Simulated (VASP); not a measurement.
Here is a VASP 6.6.1 calculation.

File INCAR:

```
ALGO = Normal ; EDIFF = 1E-6
ENCUT = 520 ; GGA = PS
ISIF = 2 ; ISMEAR = 0
LASPH = T ; LCHARG = T
LELF = T ; LREAL = F
LVHAR = T ; LWAVE = F
NBANDS = 20 ; NELM = 100
PREC = Accurate ; SIGMA = 0.05
```

File KPOINTS:

```
k-points
0
Gamma
  12 12 12
```

Contents of POSCAR:

```
SnO2
1.0
    1.6471025567      0.9509551045      4.5249357463
   -1.6471025567      0.9509551045      4.5249357463
    0.0000000000     -1.9019102089      4.5249357463
Sn O
1 2
Direct
    0.5000000000      0.5000000000      0.5000000000
    0.2414378084      0.2414378084      0.2414378084
    0.7585621916      0.7585621916      0.7585621916
```

Potentials or basis: VASP PAW PBE potentials, release 64 (Sn_d, O).

Run with:

```console
$ cat potpaw_PBE.64/Sn_d/POTCAR potpaw_PBE.64/O/POTCAR > POTCAR
$ mpirun -np 1 vasp_std > vasp.out
```

**Question.** Predict the pressure.

**Answer.** -10.2 GPa.

**Question.** Estimate the band gap on the k mesh.

**Answer.** 1.26 eV (least direct gap 1.27 eV).

**Question.** Estimate the largest force.

**Answer.** 0.680 eV/Å.

Forces in eV/Å, atoms in the order of the input:
```
Sn   0.000  0.000  0.000
O    0.000  0.000 -0.680
O    0.000  0.000  0.680
```

Caveat: the cell differs from its parent crystal (atoms shifted along a free coordinate); the cell stands under tension; the PAW data sets were made with another functional, which shifts forces and pressure a little; spin-orbit coupling is left out, which moves the levels of the heavy elements. A k mesh can miss the band edges.
